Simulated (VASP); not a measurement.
A run of VASP 6.6.1 is set up as follows.

File INCAR:

```
PREC     = Accurate       # precision mode
ENCUT    = 520            # plane-wave cutoff, eV
EDIFF    = 1E-6           # SCF threshold, eV
ISMEAR   = 0              # smearing method
SIGMA    = 0.05           # smearing width, eV
LREAL    = False          # projectors in reciprocal space
LASPH    = True           # aspherical terms in the spheres
NELM     = 100            # most SCF steps
ALGO     = Normal         # electronic algorithm
ISIF     = 2              # what is computed and relaxed
LWAVE    = False          # write WAVECAR
LCHARG   = False          # write CHGCAR
GGA      = PS             # functional
NBANDS   = 35             # bands
```

KPOINTS

```
Automatic mesh
0
Gamma
  6 6 6
```

Contents of POSCAR:

```
Al2O3
1.0
    2.3855887654      1.3773203159      4.1102104035
   -2.3855887654      1.3773203159      4.1102104035
    0.0000000000     -2.7546406317      4.1102104035
Al O
4 6
Direct
    0.8520350473      0.8520350473      0.8520350473
    0.6479649527      0.6479649527      0.6479649527
    0.1479649527      0.1479649527      0.1479649527
    0.3520350473      0.3520350473      0.3520350473
    0.0558571577      0.4441428423      0.7500000000
    0.7500000000      0.0558571577      0.4441428423
    0.4441428423      0.7500000000      0.0558571577
    0.9441428423      0.5558571577      0.2500000000
    0.2500000000      0.9441428423      0.5558571577
    0.5558571577      0.2500000000      0.9441428423
```

Potentials or basis: VASP PAW PBE potentials, release 64 (Al, O).

The run is started by

```sh
$ cat potpaw_PBE.64/Al/POTCAR potpaw_PBE.64/O/POTCAR > POTCAR
$ mpirun -np 1 vasp_std > vasp.out
```

Q: Predict the pressure.

A: 14.6 GPa.

Q: Predict the largest force.

A: 0.523 eV/Å.

Q: Estimate the band gap on the k mesh.

A: 6.23 eV.

Stress tensor (GPa, compression positive):
```
 7.39  0.00  0.00
 0.00  7.39  0.00
 0.00  0.00 29.06
```

Caveat: the stress differs along the axes, from 7 to 29 GPa; the PAW data sets were made with another functional, which shifts forces and pressure a little. A k mesh can miss the band edges.
